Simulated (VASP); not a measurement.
# Be2C (Immm) in VASP: further runs

Runs on Be2C. Level: PBEsol+D3(BJ). Tasks: single point.

Program: VASP 6.6.1. These are calculated values, not measurements. Logs are shortened: lines on timing, memory, paths and dates and some standing lists are left out, and cuts for length are marked.

## Step 1: The cell of the first run

The structure is orthorhombic, space group Immm (No. 71). The conventional cell has a = 3.046 Å, b = 3.077 Å, c = 4.330 Å, α = 90.00°, β = 90.00°, γ = 90.00°. Be (site symmetry mm2) has 4 C at 1.87 to 1.88 Å and 6 Be at 2.17 Å within 2.5 Å. C (site symmetry mmm) has 8 Be at 1.87 to 1.88 Å within 2.5 Å.

## Step 2: Single point, PBEsol+D3(BJ)

File INCAR:

```
SYSTEM = Be2C
PREC = Accurate
ENCUT = 600
EDIFF = 1E-6
ISMEAR = 0
SIGMA = 0.05
LREAL = .FALSE.
LASPH = .TRUE.
NELM = 120
ALGO = Normal
ISIF = 2
LWAVE = .FALSE.
LCHARG = .FALSE.
GGA = PS
IVDW = 12
NBANDS = 11
GGA_COMPAT = .FALSE.
```

File KPOINTS:

```
Automatic mesh
0
G
  7 7 7
  0 0 0
```

File POSCAR:

```
Be2C
1.0
   -0.0108250000      2.1650000000      2.1650000000
    2.1650000000     -0.0108250000      2.1650000000
    2.1541750000      2.1541750000      0.0000000000
Be C
2 1
Direct
    0.2500000000      0.2500000000      0.2500000000
    0.7500000000      0.7500000000      0.7500000000
    0.0000000000      0.0000000000      0.0000000000
```

Potentials or basis: VASP PAW PBE potentials, release 64 (Be, C).

The run is started by

```
cat potpaw_PBE.64/Be/POTCAR potpaw_PBE.64/C/POTCAR > POTCAR
mpirun -np 1 vasp_std > vasp.out
```

OUTCAR:

```text
SYSTEM = Be2C
   PREC = Accurate
   ENCUT = 600
   EDIFF = 1E-6
   ISMEAR = 0
   LREAL = .FALSE.
   LASPH = .TRUE.
   NELM = 120
   ISIF = 2
   GGA = PS
   IVDW = 12
 IVDW          = 12

 ion  position               nearest neighbor table
   1  0.250  0.250  0.250-   3 1.87   3 1.87   3 1.88   3 1.88   2 2.17   2 2.17   2 2.17   2 2.17
                             2 2.17   2 2.17
   2  0.750  0.750  0.750-   3 1.87   3 1.87   3 1.88   3 1.88   1 2.17   1 2.17   1 2.17   1 2.17
                             1 2.17   1 2.17
   3  0.000  0.000  0.000-   2 1.87   1 1.87   2 1.87   1 1.87   2 1.88   2 1.88   1 1.88   1 1.88

  LATTYP: Found a body centered orthorhombic cell.
 ALAT       =     3.0464635007
 B/A-ratio  =     1.0100502513
 C/A-ratio  =     1.4213201632

  Lattice vectors:

 A1 = (   0.0108250000,  -2.1650000000,  -2.1650000000)
 A2 = (  -0.0108250000,   2.1650000000,  -2.1650000000)
 A3 = (   2.1650000000,  -0.0108250000,   2.1650000000)

Analysis of symmetry for initial positions (statically):
=====================================================================
 Subroutine PRICEL returns:
 Original cell was already a primitive cell.

 Routine SETGRP: Setting up the symmetry group for a
 body centered orthorhombic supercell.

 Subroutine GETGRP returns: Found  8 space group operations
 (whereof  8 operations were pure point group operations)
 out of a pool of  8 trial point group operations.

The static configuration has the point symmetry D_2h.

Analysis of symmetry for dynamics (positions and initial velocities):
=====================================================================
 Subroutine PRICEL returns:
 Original cell was already a primitive cell.

 Routine SETGRP: Setting up the symmetry group for a
 body centered orthorhombic supercell.

 Subroutine GETGRP returns: Found  8 space group operations
 (whereof  8 operations were pure point group operations)
 out of a pool of  8 trial point group operations.

The dynamic configuration has the point symmetry D_2h.

 Subroutine INISYM returns: Found  8 space group operations
 (whereof  8 operations are pure point group operations),
 and found     1 'primitive' translations

----------------------------------------------------------------------------------------

                                     Primitive cell

  volume of cell :      20.2952

  direct lattice vectors                    reciprocal lattice vectors
    -0.010825000  2.165000000  2.165000000    -0.229797893  0.229797893  0.230946882
     2.165000000 -0.010825000  2.165000000     0.229797893 -0.229797893  0.230946882
     2.154175000  2.154175000  0.000000000     0.232107419  0.232107419 -0.230946882

[... 99 lines left out ...]
   EFERMI =   0.00;   METHOD = LEGACY
   ISMEAR =     0;   SIGMA  =   0.05  broadening in eV -4-tet -1-fermi 0-gaus
   EFERMI_NEDOS =   21; number of points for ismear=-14 and -15
   IALGO  =     38    algorithm
   IMIX   =      4    mixing-type and parameters
     AMIX     =   0.40;   BMIX     =  1.00
     AMIX_MAG =   1.60;   BMIX_MAG =  1.00
  volume/ion in A,a.u.               =       6.77        45.65
  Fermi-wavevector in a.u.,A,eV,Ry     =   1.200348  2.268329 19.603758  1.440836
  Thomas-Fermi vector in A             =   2.336186
   LORBIT       =      0    0 simple, 1 ext, 2 COOP (PROOUT), +10 PAW based schemes
   GGA     = PS    functional components
   LHFCALC =     F    Hartree Fock is set to
   AEXX    =    0.0000 exact exchange contribution
   IVDW    =    12    specifies the selected vdW correction
   LEPSILON=     F    determine dielectric tensor
   LRPA    =     F    only Hartree local field effects (RPA)
 non-spin polarized calculation
 Gauss-broadening in eV      SIGMA  =   0.05
  energy-cutoff  :      600.00
  volume of cell :       20.30
 maximum number of plane-waves:       686
   NGX = 13   NGY = 13   NGZ = 13

 number of electron       8.0000000 magnetization

 Free energy of the ion-electron system (eV)
  ---------------------------------------------------
  ext. energy  EPLUGINS =         0.00000000
  ---------------------------------------------------
  free energy    TOTEN  =       -18.40872922 eV

  energy without entropy =      -18.40872922  energy(sigma->0) =      -18.40872922

 E-fermi :   8.0029     XC(G=0): -11.5112

 val. band max:        7.7140826413   @ k =   0.0000   0.0000   0.0000
 cond. band min:       8.9811751786   @ k =   0.4286   0.4286   0.0000
 fundamental gap:      1.2670925372
 Fermi energy:         8.0029179615

 k-point     1 :       0.0000    0.0000    0.0000
  band No.  band energies     occupation
      1      -7.3420      2.00000
      2       7.6646      2.00000
      3       7.6884      2.00000
      4       7.7141      2.00000
      5      11.6674      0.00000
      6      11.7630      0.00000
      7      11.8798      0.00000
      8      14.4007      0.00000
      9      20.7625      0.00000
     10      20.7669      0.00000
     11      20.7773      0.00000
[... 309 lines left out ...]
 k-point    24 :       0.2857    0.2857    0.1429
  band No.  band energies     occupation
      1      -6.1734      2.00000
      2       3.2602      2.00000
      3       5.1397      2.00000
      4       6.0101      2.00000
      5      12.4511      0.00000
      6      13.9330      0.00000
      7      14.8238      0.00000
      8      15.1041      0.00000
      9      18.9489      0.00000
     10      21.7521      0.00000
     11      23.4888      0.00000

 [... further k-points ...]

------------------------ aborting loop because EDIFF is reached ----------------------------------------

 Edisp (eV)   -0.69154

 E8    (eV) :    -0.3755

  FORCE on cell =-STRESS in cart. coord.  units (eV):
  Direction    XX          YY          ZZ          XY          YZ          ZX
  --------------------------------------------------------------------------------------
  -------------------------------------------------------------------------------------
  Total      -0.97069    -0.97069    -0.97301     0.26212     0.00000     0.00000
  in kB     -76.62966   -76.62966   -76.81344    20.69248     0.00000     0.00000
  external pressure =      -76.69 kB  Pullay stress =        0.00 kB

 VOLUME and BASIS-vectors are now :
 -----------------------------------------------------------------------------
  energy-cutoff  :      600.00
  volume of cell :       20.30
      direct lattice vectors                 reciprocal lattice vectors
    -0.010825000  2.165000000  2.165000000    -0.229797893  0.229797893  0.230946882
     2.165000000 -0.010825000  2.165000000     0.229797893 -0.229797893  0.230946882
     2.154175000  2.154175000  0.000000000     0.232107419  0.232107419 -0.230946882

 POSITION                                       TOTAL-FORCE (eV/Angst)
 -----------------------------------------------------------------------------------
      1.07709      1.07709      1.08250        -0.000000     -0.000000     -0.016867
      3.23126      3.23126      3.24750         0.000000      0.000000      0.016867
      0.00000      0.00000      0.00000         0.000000      0.000000      0.000000
 -----------------------------------------------------------------------------------
    total drift:                               -0.000000     -0.000000     -0.000000

  FREE ENERGIE OF THE ION-ELECTRON SYSTEM (eV)
  ---------------------------------------------------
  free  energy   TOTEN  =       -19.1002705200 eV

  energy  without entropy=      -19.1002705200  energy(sigma->0) =      -19.10027052
```

OSZICAR:

```text
N       E                     dE             d eps       ncg     rms          rms(c)
DAV:   1     0.455351500531E+01    0.45535E+01   -0.42678E+03  1408   0.745E+02
DAV:   2    -0.185510207155E+02   -0.23105E+02   -0.21825E+02  1896   0.128E+02
DAV:   3    -0.194463819360E+02   -0.89536E+00   -0.89150E+00  1840   0.192E+01
DAV:   4    -0.194513473688E+02   -0.49654E-02   -0.49640E-02  1659   0.166E+00
DAV:   5    -0.194513715366E+02   -0.24168E-04   -0.24167E-04  1773   0.104E-01    0.522E+00
DAV:   6    -0.184712998021E+02    0.98007E+00   -0.29200E+00  1474   0.803E+00    0.210E+00
DAV:   7    -0.184214309229E+02    0.49869E-01   -0.17846E-01  1750   0.275E+00    0.124E+00
DAV:   8    -0.184089141436E+02    0.12517E-01   -0.11088E-02  1602   0.994E-01    0.219E-01
DAV:   9    -0.184087306109E+02    0.18353E-03   -0.37023E-04  1725   0.114E-01    0.121E-01
DAV:  10    -0.184087301622E+02    0.44870E-06   -0.13469E-04  1758   0.691E-02    0.847E-03
DAV:  11    -0.184087292194E+02    0.94283E-06   -0.84902E-06  1591   0.162E-02
   1 F= -.19100271E+02 E0= -.19100271E+02  d E =-.265107E-18
```

It took 16 s on 1 thread of AMD EPYC 7R43 (Zen 3), shared host; peak memory 0.12 GiB.

Results:

| Property | Result |
| --- | --- |
| Free energy | -19.1003 eV |
| Pressure | -7.7 GPa |
| Largest force | 0.017 eV/Å |
| Band gap on the k mesh | 1.27 eV, indirect (least direct gap 3.95 eV) |
| Dispersion energy per atom | -0.231 eV |

Forces on the atoms (eV/Å):
```
Be   0.000  0.000 -0.017
Be   0.000  0.000  0.017
C    0.000  0.000  0.000
```

Caveat: the PAW data sets were made with another functional, which shifts forces and pressure a little.

(Continued in part 2 of 2.)
